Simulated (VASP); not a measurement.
Runs of VASP 6.6.1 on Cu. The structure is that of space group I4/mmm (No. 139), or close to it. The cells are those of the table. 

```tsv
cell	gap on the mesh (eV)	pressure (GPa)
a = 2.487 Å, angles 106.9, 106.9, 114.7°, 1 atom	none	-10.4
a = 2.469 Å, angles 106.3, 106.3, 116.0°, 1 atom	none	-6.8
a = 2.478 Å, angles 106.6, 106.6, 115.4°, 1 atom	none	-8.4
a = 2.466 Å, angles 107.2, 107.2, 114.1°, 1 atom	none	(a)
a = 2.475 Å, angles 107.5, 107.5, 113.5°, 1 atom	none	-8.8
a = 2.482 Å, angles 105.7, 105.7, 117.3°, 1 atom	none	(b)
a = 2.490 Å, angles 106.0, 106.0, 116.7°, 1 atom	none	-10.0
```

Alike in all rows: task single point; level LDA; potentials or basis VASP PAW LDA potentials, release 64 (Cu); no spin polarisation; k mesh 22 × 22 × 22; cutoff (eV) 520; smearing gaussian 0.15 eV.

Q: Estimate the missing entries.

A: (a) -7.1; (b) -8.1.

Caveats: the cell stands under tension.

A gap of «none» marks levels without a gap at the run's occupations.
